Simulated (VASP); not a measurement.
A run of VASP 6.6.1 is set up as follows.

File INCAR:

```
SYSTEM = BN
PREC = Accurate
ENCUT = 520
EDIFF = 1E-7
ISMEAR = 0
SIGMA = 0.05
LREAL = .FALSE.
LASPH = .TRUE.
NELM = 60
ALGO = Normal
ISIF = 2
LWAVE = .FALSE.
LCHARG = .FALSE.
GGA = PE
IVDW = 12
NBANDS = 11
```

The input KPOINTS:

```
regular mesh
0
G
  12 12 12
  0 0 0
```

Contents of POSCAR:

```
BN
1.0
    0.0000000000      3.4428860926      2.1011085028
    1.2328576185      0.0000000000      2.1011085028
    1.2328576185      3.4428860926      0.0000000000
B N
1 1
Direct
    0.0000486500      0.0000486500      0.9999513500
    0.6666513400      0.6666513400      0.3333486600
```

Potentials or basis: VASP PAW PBE potentials, release 64 (B, N).

The run is started by

```console
$ cat potpaw_PBE.64/B/POTCAR potpaw_PBE.64/N/POTCAR > POTCAR
$ mpirun -np 1 vasp_std > vasp.out
```

**Question.** What does it give for the band gap on the k mesh?

**Answer.** 3.99 eV, indirect (least direct gap 4.71 eV).

**Question.** Estimate the largest force.

**Answer.** 0.303 eV/Å.

**Question.** Predict the pressure.

**Answer.** 18.6 GPa.

**Question.** What does it give for the dispersion energy per atom?

**Answer.** -0.141 eV.

Stress tensor (GPa, compression positive):
```
22.21  0.00  0.00
 0.00 -1.18  0.00
 0.00  0.00 34.91
```

Caveat: the cell differs from its parent crystal (strain -0.015 along x and y, -0.030 along z). A k mesh can miss the band edges.
